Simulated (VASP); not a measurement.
Here is a VASP 6.6.1 calculation.

INCAR

```
SYSTEM = BP
  ALGO = Normal
  EDIFF = 1E-6
  ENCUT = 500
  GGA = PS
  GGA_COMPAT = .FALSE.
  ISIF = 2
  ISMEAR = 0
  LASPH = .TRUE.
  LCHARG = .FALSE.
  LREAL = .FALSE.
  LWAVE = .FALSE.
  NBANDS = 11
  NELM = 120
  PREC = Accurate
  SIGMA = 0.01
```

Contents of KPOINTS:

```
k-points
0
G
  6 6 6
  0 0 0
```

File POSCAR:

```
BP
1.0
    0.0000000000      2.2601345997      2.2601345997
    2.2601345997      0.0000000000      2.2601345997
    2.2601345997      2.2601345997      0.0000000000
B P
1 1
Direct
    0.0000000000      0.0000000000      0.0000000000
    0.2500000000      0.2500000000      0.2500000000
```

Potentials or basis: VASP PAW PBE potentials, release 64 (B, P).

The run is started by

```bash
$ cat potpaw_PBE.64/B/POTCAR potpaw_PBE.64/P/POTCAR > POTCAR
$ mpirun -np 1 vasp_std > vasp.out
```

**Question.** What does it give for the pressure?

**Answer.** 0.2 GPa.

**Question.** What does it give for the band gap on the k mesh?

**Answer.** 1.20 eV, indirect (least direct gap 3.37 eV).

Caveat: the PAW data sets were made with another functional, which shifts forces and pressure a little. A k mesh can miss the band edges.
